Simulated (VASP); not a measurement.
# TePb (Pm-3m) in VASP: notebook

Aim: see how the results for TePb move with the level of theory and the settings. Levels: revPBE+D3(BJ), RPBE, LDA, PBE+D4, RPBE+D4. Tasks: single point.

Everything below comes from runs of VASP 6.6.1. Logs are shortened: lines on timing, memory, paths and dates and some standing lists are left out, and cuts for length are marked.

## (1) The cell of the first run

The structure is cubic, space group Pm-3m (No. 221). Conventional cell: a = 3.914 Å, b = 3.914 Å, c = 3.914 Å, α = 90.00°, β = 90.00°, γ = 90.00°. Pb (site symmetry m-3m) has 8 Te at 3.39 Å and 6 Pb at 3.91 Å within 4.5 Å. Within 4.5 Å of Te (site symmetry m-3m) lie 8 Pb at 3.39 Å and 6 Te at 3.91 Å.

## (2) Single point, revPBE+D3(BJ)

INCAR reads:

```
SYSTEM = TePb
  ALGO = Normal
  EDIFF = 1E-6
  ENCUT = 520
  GGA = RE
  ISIF = 2
  ISMEAR = -1
  IVDW = 12
  LASPH = .True.
  LCHARG = .False.
  LREAL = .False.
  LWAVE = .False.
  NBANDS = 17
  NELM = 80
  PREC = Accurate
  SIGMA = 0.05
```

KPOINTS reads:

```
k-points
0
Gamma
  7 7 7
  0 0 0
```

POSCAR reads:

```
TePb
1.0
    3.9137332494      0.0000000000      0.0000000000
    0.0000000000      3.9137332494      0.0000000000
    0.0000000000      0.0000000000      3.9137332494
Pb Te
1 1
Direct
    0.0000000000      0.0000000000      0.0000000000
    0.5000000000      0.5000000000      0.5000000000
```

Potentials or basis: VASP PAW PBE potentials, release 64 (Pb_d, Te).

On the command line:

```
> cat potpaw_PBE.64/Pb_d/POTCAR potpaw_PBE.64/Te/POTCAR > POTCAR
> mpirun -np 1 vasp_std > vasp.out
```

OUTCAR:

```text
SYSTEM = TePb
   EDIFF = 1E-6
   ENCUT = 520
   GGA = RE
   ISIF = 2
   ISMEAR = -1
   IVDW = 12
   LASPH = .True.
   LREAL = .False.
   NELM = 80
   PREC = Accurate
 IVDW          = 12

 ion  position               nearest neighbor table
   1  0.000  0.000  0.000-   2 3.39   2 3.39   2 3.39   2 3.39   2 3.39   2 3.39   2 3.39   2 3.39

   2  0.500  0.500  0.500-   1 3.39   1 3.39   1 3.39   1 3.39   1 3.39   1 3.39   1 3.39   1 3.39

  LATTYP: Found a simple cubic cell.
 ALAT       =     3.9137332494

  Lattice vectors:

 A1 = (   3.9137332494,   0.0000000000,   0.0000000000)
 A2 = (   0.0000000000,   3.9137332494,   0.0000000000)
 A3 = (   0.0000000000,   0.0000000000,   3.9137332494)

Analysis of symmetry for initial positions (statically):
=====================================================================
 Subroutine PRICEL returns:
 Original cell was already a primitive cell.

 Routine SETGRP: Setting up the symmetry group for a
 simple cubic supercell.

 Subroutine GETGRP returns: Found 48 space group operations
 (whereof 48 operations were pure point group operations)
 out of a pool of 48 trial point group operations.

The static configuration has the point symmetry O_h .

Analysis of symmetry for dynamics (positions and initial velocities):
=====================================================================
 Subroutine PRICEL returns:
 Original cell was already a primitive cell.

 Routine SETGRP: Setting up the symmetry group for a
 simple cubic supercell.

 Subroutine GETGRP returns: Found 48 space group operations
 (whereof 48 operations were pure point group operations)
 out of a pool of 48 trial point group operations.

The dynamic configuration has the point symmetry O_h .

 Subroutine INISYM returns: Found 48 space group operations
 (whereof 48 operations are pure point group operations),
 and found     1 'primitive' translations

----------------------------------------------------------------------------------------

                                     Primitive cell

  volume of cell :      59.9479

  direct lattice vectors                    reciprocal lattice vectors
     3.913733249  0.000000000  0.000000000     0.255510515  0.000000000  0.000000000
     0.000000000  3.913733249  0.000000000     0.000000000  0.255510515  0.000000000
     0.000000000  0.000000000  3.913733249     0.000000000  0.000000000  0.255510515

  length of vectors
     3.913733249  3.913733249  3.913733249     0.255510515  0.255510515  0.255510515

  position of ions in fractional coordinates (direct lattice)
     0.000000000  0.000000000  0.000000000
     0.500000000  0.500000000  0.500000000

  ion indices of the primitive-cell ions
   primitive index   ion index
                 1           1
                 2           2

----------------------------------------------------------------------------------------

 KPOINTS: k-points

Automatic generation of k-mesh.
 Grid dimensions read from file:
 generate k-points for:    7    7    7

 Generating k-lattice:

  Cartesian coordinates                     Fractional coordinates (reciprocal lattice)
     0.036501502  0.000000000  0.000000000     0.142857143  0.000000000  0.000000000
     0.000000000  0.036501502  0.000000000     0.000000000  0.142857143  0.000000000
     0.000000000  0.000000000  0.036501502     0.000000000  0.000000000  0.142857143

  Length of vectors
     0.036501502  0.036501502  0.036501502

  Shift w.r.t. Gamma in fractional coordinates (k-lattice)
     0.000000000  0.000000000  0.000000000

 Subroutine IBZKPT returns following result:
 ===========================================

 Found     20 irreducible k-points:

 Following reciprocal coordinates:
            Coordinates               Weight
  0.000000  0.000000  0.000000      1.000000
  0.142857  0.000000  0.000000      6.000000
  0.285714  0.000000  0.000000      6.000000
  0.428571  0.000000  0.000000      6.000000
  0.142857  0.142857  0.000000     12.000000
  0.285714  0.142857  0.000000     24.000000
[... 12 lines left out ...]
  0.428571  0.428571  0.285714     24.000000
  0.428571  0.428571  0.428571      8.000000
   k-points           NKPTS =     20   k-points in BZ     NKDIM =     20   number of bands    NBANDS=     17
   number of dos      NEDOS =    301   number of ions     NIONS =      2
   total plane-waves  NPLWV =  27000
   dimension x,y,z NGX =    30 NGY =   30 NGZ =   30
   dimension x,y,z NGXF=    60 NGYF=   60 NGZF=   60
   ions per type =               1   1
   NGX,Y,Z   is equivalent  to a cutoff of  12.74, 12.74, 12.74 a.u.
   NGXF,Y,Z  is equivalent  to a cutoff of  25.49, 25.49, 25.49 a.u.
 SYSTEM =  TePb
   PREC   = accura    normal or accurate (medium, high low for compatibility)
   ISTART =      0    job   : 0-new  1-cont  2-samecut
   ICHARG =      2    charge: 1-file 2-atom 10-const
   ISPIN  =      1    spin polarized calculation?
   LNONCOLLINEAR =      F non collinear calculations
   LSORBIT =      F    spin-orbit coupling
   LASPH  =      T    aspherical Exc in radial PAW
   ENCUT  =  520.0 eV  38.22 Ry    6.18 a.u.   7.28  7.28  7.28*2*pi/ulx,y,z
   NELM   =     80;   NELMIN=  2; NELMDL= -5     # of ELM steps
   EDIFF  = 0.1E-05   stopping-criterion for ELM
   LREAL  =      F    real-space projection
   EDIFFG = 0.1E-04   stopping-criterion for IOM
   NSW    =      0    number of steps for IOM
   IBRION =     -1    ionic relax: 0-MD 1-quasi-New 2-CG
   NFREE  =      0    steps in history (QN), initial steepest desc. (CG)
   ISIF   =      2    stress and relaxation
   ISYM   =      2    0-nonsym 1-usesym 2-fastsym
   POTIM  = 0.5000    time-step for ionic-motion
   TEBEG  =    0.0;   TEEND  =   0.0 temperature during run
   PSTRESS=    0.0 pullay stress
   NELECT =      20.0000    total number of electrons
   NUPDOWN=      -1.0000    fix difference up-down
   EMIN   =  10.00;   EMAX   =-10.00  energy-range for DOS
   EFERMI =   0.00;   METHOD = LEGACY
   ISMEAR =    -1;   SIGMA  =   0.05  broadening in eV -4-tet -1-fermi 0-gaus
   EFERMI_NEDOS =   21; number of points for ismear=-14 and -15
   IALGO  =     38    algorithm
   IMIX   =      4    mixing-type and parameters
     AMIX     =   0.40;   BMIX     =  1.00
     AMIX_MAG =   1.60;   BMIX_MAG =  1.00
  volume/ion in A,a.u.               =      29.97       202.27
  Fermi-wavevector in a.u.,A,eV,Ry     =   1.135430  2.145651 17.540641  1.289201
  Thomas-Fermi vector in A             =   2.272134
   LORBIT       =      0    0 simple, 1 ext, 2 COOP (PROOUT), +10 PAW based schemes
   GGA     = RE    functional components
   LHFCALC =     F    Hartree Fock is set to
   AEXX    =    0.0000 exact exchange contribution
   IVDW    =    12    specifies the selected vdW correction
   LEPSILON=     F    determine dielectric tensor
   LRPA    =     F    only Hartree local field effects (RPA)
 non-spin polarized calculation
  energy-cutoff  :      520.00
  volume of cell :       59.95
 maximum number of plane-waves:      1630
 NGX is ok and might be reduce to    30
   NGX = 15   NGY = 15   NGZ = 15

 number of electron      19.9999993 magnetization

 Free energy of the ion-electron system (eV)
  ---------------------------------------------------
  ext. energy  EPLUGINS =         0.00000000
  ---------------------------------------------------
  free energy    TOTEN  =        -6.36580072 eV

  energy without entropy =       -6.34981479  energy(sigma->0) =       -6.35780776

 E-fermi :   7.2161     XC(G=0):  -9.9292

 val. band max:        7.2046783791   @ k =   0.4286   0.4286   0.2857
 cond. band min:       7.2395847051   @ k =   0.4286   0.2857   0.0000
 fundamental gap:      0.0349063260
 Fermi energy:         7.2161106764

 k-point     1 :       0.0000    0.0000    0.0000
  band No.  band energies     occupation
      1      -9.9251      2.00000
      2      -9.9251      2.00000
      3      -9.8222      2.00000
      4      -9.8222      2.00000
      5      -9.8222      2.00000
      6      -5.3553      2.00000
[... 9 lines left out ...]
     16      18.1044      0.00000
     17      18.5367      0.00000

 k-point     2 :       0.1429    0.0000    0.0000
  band No.  band energies     occupation
      1      -9.9242      2.00000
      2      -9.9089      2.00000
      3      -9.8285      2.00000
      4      -9.8285      2.00000
      5      -9.8218      2.00000
      6      -5.1783      2.00000
[... 9 lines left out ...]
     16      17.3789      0.00000
     17      17.8324      0.00000

 k-point     3 :       0.2857    0.0000    0.0000
  band No.  band energies     occupation
      1      -9.9222      2.00000
      2      -9.8726      2.00000
      3      -9.8426      2.00000
      4      -9.8426      2.00000
      5      -9.8209      2.00000
      6      -4.6724      2.00000
[... 9 lines left out ...]
     16      15.6199      0.00000
     17      18.0941      0.00000

 k-point     4 :       0.4286    0.0000    0.0000
  band No.  band energies     occupation
      1      -9.9206      2.00000
      2      -9.8537      2.00000
      3      -9.8537      2.00000
      4      -9.8436      2.00000
      5      -9.8201      2.00000
      6      -4.0064      2.00000
[... 9 lines left out ...]
     16      18.1467      0.00000
     17      18.8878      0.00000
[... 263 lines left out ...]
      1      -9.8853      2.00000
      2      -9.8759      2.00000
      3      -9.8611      2.00000
      4      -9.8382      2.00000
      5      -9.8082      2.00000
      6      -3.0782      2.00000
[... 9 lines left out ...]
     16      17.2205      0.00000
     17      19.4509      0.00000

 k-point    19 :       0.4286    0.4286    0.2857
  band No.  band energies     occupation
      1      -9.8979      2.00000
      2      -9.8747      2.00000
      3      -9.8737      2.00000
      4      -9.8225      2.00000
      5      -9.7913      2.00000
      6      -2.8055      2.00000
[... 9 lines left out ...]
     16      18.8089      0.00000
     17      20.0840      0.00000

 k-point    20 :       0.4286    0.4286    0.4286
  band No.  band energies     occupation
      1      -9.8912      2.00000
      2      -9.8885      2.00000
      3      -9.8885      2.00000
      4      -9.7906      2.00000
      5      -9.7906      2.00000
      6      -2.6203      2.00000
[... 9 lines left out ...]
     16      20.1931      0.00000
     17      22.2635      0.00000

------------------------ aborting loop because EDIFF is reached ----------------------------------------

 Edisp (eV)   -1.65410

 E8    (eV) :    -1.2053

  FORCE on cell =-STRESS in cart. coord.  units (eV):
  Direction    XX          YY          ZZ          XY          YZ          ZX
  --------------------------------------------------------------------------------------
  -------------------------------------------------------------------------------------
  Total      -0.03904    -0.03904    -0.03904    -0.00000    -0.00000    -0.00000
  in kB      -1.04345    -1.04345    -1.04345    -0.00000    -0.00000    -0.00000
  external pressure =       -1.04 kB  Pullay stress =        0.00 kB

 VOLUME and BASIS-vectors are now :
 -----------------------------------------------------------------------------
  energy-cutoff  :      520.00
  volume of cell :       59.95
      direct lattice vectors                 reciprocal lattice vectors
     3.913733249  0.000000000  0.000000000     0.255510515  0.000000000  0.000000000
     0.000000000  3.913733249  0.000000000     0.000000000  0.255510515  0.000000000
     0.000000000  0.000000000  3.913733249     0.000000000  0.000000000  0.255510515

 POSITION                                       TOTAL-FORCE (eV/Angst)
 -----------------------------------------------------------------------------------
      0.00000      0.00000      0.00000         0.000000      0.000000      0.000000
      1.95687      1.95687      1.95687         0.000000      0.000000      0.000000
 -----------------------------------------------------------------------------------
    total drift:                                0.000000     -0.000000     -0.000000

  FREE ENERGIE OF THE ION-ELECTRON SYSTEM (eV)
  ---------------------------------------------------
  free  energy   TOTEN  =        -8.0199051987 eV

  energy  without entropy=       -8.0039192644  energy(sigma->0) =       -8.01191223
```

Wall time 17 s (1 thread of Intel Xeon Platinum 8488C (Sapphire Rapids), shared host); peak memory 0.18 GiB.

What came out:

| Quantity | Value |
| --- | --- |
| Free energy | -8.0199 eV |
| Pressure | -0.1 GPa |
| Band gap on the k mesh | zero (band 10 reaches 7.43 eV, above the bottom of band 11 at 6.50 eV) |
| Dispersion energy per atom | -0.827 eV |

Caveat: the PAW data sets were made with another functional, which shifts forces and pressure a little; spin-orbit coupling is left out, which moves the levels of the heavy elements; pairwise dispersion overbinds metals, which lowers pressure and volume.

## (3) Single point, RPBE

This run uses another cell than the first one, of 32.05 Å³/atom, 1.069 times its volume.

INCAR reads:

```
ALGO = Normal
EDIFF = 1E-6
ENCUT = 520
GGA = RP
ISIF = 2
ISMEAR = 0
LASPH = True
LCHARG = True
LELF = True
LREAL = False
LVHAR = True
LWAVE = False
NBANDS = 17
NELM = 60
PREC = Accurate
SIGMA = 0.05
```

KPOINTS reads:

```
k-points
0
Gamma
  7 7 7
```

POSCAR reads:

```
TePb
1.0
    4.0022870000      0.0000000000      0.0000000000
    0.0000000000      4.0022870000      0.0000000000
    0.0000000000      0.0000000000      4.0022870000
Pb Te
1 1
Direct
    0.0000000000      0.0000000000      0.0000000000
    0.5000000000      0.5000000000      0.5000000000
```

Potentials or basis: VASP PAW PBE potentials, release 64 (Pb_d, Te).

On the command line:

```
> cat potpaw_PBE.64/Pb_d/POTCAR potpaw_PBE.64/Te/POTCAR > POTCAR
> mpirun -np 1 vasp_std > vasp.out
```

It took 17 s on 1 thread of Intel Xeon Platinum 8488C (Sapphire Rapids), shared host; peak memory 0.18 GiB.

It converged, with:

| Quantity | Value |
| --- | --- |
| Free energy | -6.3249 eV |
| Pressure | 1.6 GPa |
| Band gap on the k mesh | zero (band 10 reaches 6.69 eV, above the bottom of band 11 at 5.91 eV) |

Levels at points of the mesh, in eV from the Fermi level:
| k point | band 8 | band 9 | band 10 | band 11 | band 12 | band 13 |
| --- | --- | --- | --- | --- | --- | --- |
| (0.00, 0.00, 0.00) | -1.58 | -1.58 | -1.58 | 4.00 | 4.00 | 5.25 |

Caveat: the PAW data sets were made with another functional, which shifts forces and pressure a little; spin-orbit coupling is left out, which moves the levels of the heavy elements.

## (4) Single point, LDA

This run uses another cell than the first one, of 32.05 Å³/atom, 1.069 times its volume.

INCAR reads:

```
  PREC = Accurate
  ENCUT = 520
  EDIFF = 1E-6
  ISMEAR = 0
  SIGMA = 0.1
  LREAL = F
  LASPH = T
  NELM = 80
  ALGO = Normal
  ISIF = 2
  LWAVE = F
  LCHARG = T
  LELF = T
  LVHAR = T
  NBANDS = 17
```

KPOINTS reads:

```
Automatic mesh
0
Gamma
  7 7 7
```

POSCAR is that of step 3.

Potentials or basis: VASP PAW LDA potentials, release 64 (Pb_d, Te).

On the command line:

```
> cat potpaw_LDA.64/Pb_d/POTCAR potpaw_LDA.64/Te/POTCAR > POTCAR
> mpirun -np 1 vasp_std > vasp.out
```

It took 17 s on 1 thread of Intel Xeon Platinum 8488C (Sapphire Rapids), shared host; peak memory 0.16 GiB.

The run converged. Its results:

```
Free energy            : -8.2952 eV
Pressure               : -4.0 GPa
Band gap on the k mesh : zero (band 10 reaches 6.35 eV, above the bottom of band 11 at 5.52 eV)
```

Levels at points of the mesh, in eV from the Fermi level:
| k point | band 7 | band 8 | band 9 | band 10 | band 11 | band 12 | band 13 | band 14 |
| --- | --- | --- | --- | --- | --- | --- | --- | --- |
| (0.00, 0.00, 0.00) | -6.82 | -1.55 | -1.55 | -1.55 | 4.05 | 4.05 | 5.17 | 5.17 |

Caveat: spin-orbit coupling is left out, which moves the levels of the heavy elements.

## (5) Single point, PBE+D4

This run uses another cell than the first one, of 32.34 Å³/atom, 1.079 times its volume.

INCAR reads:

```
SYSTEM = TePb
PREC = Accurate
ENCUT = 520
EDIFF = 1E-6
ISMEAR = -1
SIGMA = 0.05
LREAL = .FALSE.
LASPH = .TRUE.
NELM = 80
ALGO = Normal
ISIF = 2
LWAVE = .FALSE.
LCHARG = .TRUE.
GGA = PE
IVDW = 13
LELF = .TRUE.
LVHAR = .TRUE.
NBANDS = 17
```

KPOINTS reads:

```
Automatic mesh
0
G
  7 7 7
  0 0 0
```

POSCAR reads:

```
TePb
1.0
    4.0141215101      0.0000000000      0.0000000000
    0.0000000000      4.0141215101      0.0000000000
    0.0000000000      0.0000000000      4.0141215101
Pb Te
1 1
Direct
    0.0000000000      0.0000000000      0.0000000000
    0.5000000000      0.5000000000      0.5000000000
```

Potentials or basis: VASP PAW PBE potentials, release 64 (Pb_d, Te).

On the command line:

```
> cat potpaw_PBE.64/Pb_d/POTCAR potpaw_PBE.64/Te/POTCAR > POTCAR
> mpirun -np 1 vasp_std > vasp.out
```

It took 20 s on 1 thread of Intel Xeon Platinum 8488C (Sapphire Rapids), shared host; peak memory 0.18 GiB.

Results (log left out):

* Free energy: -8.0298 eV
* Pressure: 0.0 GPa
* Band gap on the k mesh: zero (band 10 reaches 6.46 eV, above the bottom of band 11 at 5.69 eV)
* Dispersion energy per atom: -0.485 eV

Levels at points of the mesh, in eV from the Fermi level:
| k point | band 8 | band 9 | band 10 | band 11 | band 12 | band 13 |
| --- | --- | --- | --- | --- | --- | --- |
| (0.00, 0.00, 0.00) | -1.55 | -1.55 | -1.55 | 4.02 | 4.02 | 5.18 |

Caveat: spin-orbit coupling is left out, which moves the levels of the heavy elements; pairwise dispersion overbinds metals, which lowers pressure and volume.

[end of part 1 of 2]
